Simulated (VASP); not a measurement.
A run of VASP 6.6.1:

File INCAR:

```
SYSTEM = Si
PREC     = Accurate       ! precision mode
ENCUT    = 520            ! plane-wave cutoff, eV
EDIFF    = 1E-6           ! SCF threshold, eV
ISMEAR   = 0              ! smearing method
SIGMA    = 0.03           ! smearing width, eV
LREAL    = .FALSE.        ! projectors in reciprocal space
LASPH    = .TRUE.         ! aspherical terms in the spheres
NELM     = 100            ! most SCF steps
ALGO     = Normal         ! electronic algorithm
ISIF     = 2              ! what is computed and relaxed
LWAVE    = .FALSE.        ! write WAVECAR
LCHARG   = .FALSE.        ! write CHGCAR
GGA      = CA             ! functional
NBANDS   = 16             ! bands
```

KPOINTS

```
Automatic mesh
0
G
  12 12 6
  0 0 0
```

Contents of POSCAR:

```
Si
1.0
    3.9087888130      0.0000000000      0.0000000000
   -1.9543944065      3.3851104101      0.0000000000
    0.0000000000      0.0000000000      5.9487856945
Si
4
Direct
    0.3333333333      0.6666666667      0.0534951140
    0.6666666667      0.3333333333      0.5534951140
    0.3333333333      0.6666666667      0.4465048860
    0.6666666667      0.3333333333      0.9465048860
```

Potentials or basis: VASP PAW LDA potentials, release 64 (Si).

Launch:

```bash
$ cat potpaw_LDA.64/Si/POTCAR > POTCAR
$ mpirun -np 1 vasp_std > vasp.out
```

Hardware: 1 thread of Intel Xeon 6975P-C, with other jobs on the host.

Question: How long does it take, and how much memory?

Answer: Run time: 69 s on 1 thread of Intel Xeon 6975P-C, on a shared host, peak memory 0.2 GiB. Counts: scf iterations 12, k points 76.
